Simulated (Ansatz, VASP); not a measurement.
# Two plane-wave programs on Ru

INCAR

```
PREC = Accurate
ENCUT = 600
EDIFF = 1E-7
ISMEAR = -1
SIGMA = 0.05
LREAL = False
LASPH = True
NELM = 80
ALGO = Normal
ISIF = 3
LWAVE = False
LCHARG = False
GGA = PE
IVDW = 13
IBRION = 2
NSW = 60
EDIFFG = -0.01
```

KPOINTS

```
Automatic mesh
0
Gamma
  11 11 6
```

The input POSCAR:

```
Ru
1.0
    2.7058000000      0.0000000000      0.0000000000
   -1.3529000000      2.3432915376      0.0000000000
    0.0000000000      0.0000000000      4.2819000000
Ru
2
Direct
    0.6666666667      0.3333333333      0.7500000000
    0.3333333333      0.6666666667      0.2500000000
```

File input.yaml:

```yaml
crystal:
  lattice:
    - [2.7058, 0.0, 0.0]
    - [-1.3529, 2.3432915376, 0.0]
    - [0.0, 0.0, 4.2819]
  atoms:
    - { symbol: Ru, position: [0.6666666667, 0.3333333333, 0.75] }
    - { symbol: Ru, position: [0.3333333333, 0.6666666667, 0.25] }
hamiltonian:
  xc: pbe
  pseudopotentials: { kind: paw }
  dispersion: d4
kpoints:
  mp_grid: { grid: [11, 11, 6] }
scf:
  occupations: { method: fermi_dirac, width: 0.05 }
output:
  forces: true
  stress: true
relax:
  f_tol: 0.01
  max_steps: 40
  cell: { stress_tol: 0.05 }
```

Alike in both runs: task relaxation of cell and atoms; functional PBE; dispersion D4; k mesh 11 × 11 × 6; occupations fermi-dirac, width 0.05 eV; no spin polarisation.

```csv
,VASP,Ansatz
version,VASP 6.6.1,Ansatz 0.2.0
potentials or method,"VASP PAW PBE potentials, release 64 (Ru_pv)",Ansatz PAW
plane-wave cutoff (eV),600,420
valence electrons in the cell,28,32
```

|  | VASP | Ansatz | Ansatz less VASP |
| --- | --- | --- | --- |
| relaxed volume (Å³/atom) | 13.52 | 13.52 | +0.006 |
| relaxed cell length with the largest relative difference (Å) | 4.276 | 4.276 | +0.0007 |

VASP's potentials hold 28 valence electrons a cell and Ansatz's 32, so a difference there can come from the potentials and not from the codes.

Noted on Ansatz's run: the plane-wave basis is chosen anew once the cell has moved, so the energies of steps on either side of that aren't comparable.
